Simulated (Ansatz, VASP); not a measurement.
ZrNb2N3 in VASP and in Ansatz

```
Zr Nb N
1.0
    -2.18672    2.18672    4.24484
     2.18672   -2.18672    4.24484
     2.18672    2.18672   -4.24484
Zr Nb N
1 2 3
Direct
  0.00000 0.00000 0.00000
  0.75000 0.25000 0.50000
  0.25000 0.75000 0.50000
  0.50000 0.00000 0.50000
  0.00000 0.50000 0.50000
  0.50000 0.50000 0.00000
```

Alike in both runs: functional PBE; k mesh 3 × 3 × 3; occupations gaussian, width 0.15 eV; no spin polarisation.

Ansatz relaxed the structure, and its values are those at the end. VASP's run is a single point on that final structure, the one shown.

|  | VASP | Ansatz |
| --- | --- | --- |
| version | VASP 6.6.1 | Ansatz 0.2.0 |
| potentials or method | VASP PAW PBE potentials, release 64 (Zr_sv, Nb_sv, N), cutoff 600 eV | scalar-relativistic, plane waves, PAW |
| valence electrons in the cell | 53 | 53 |

|  | VASP | Ansatz | Ansatz less VASP |
| --- | --- | --- | --- |
| gap on the k mesh at the Fermi level (eV) | none | none | - |
| pressure (GPa) | -0.2 | 0.0 | +0.23 |

A gap of «none» marks a metal or a gap that the smearing closes.

The k mesh is coarse, so the values compare programs but aren't converged.
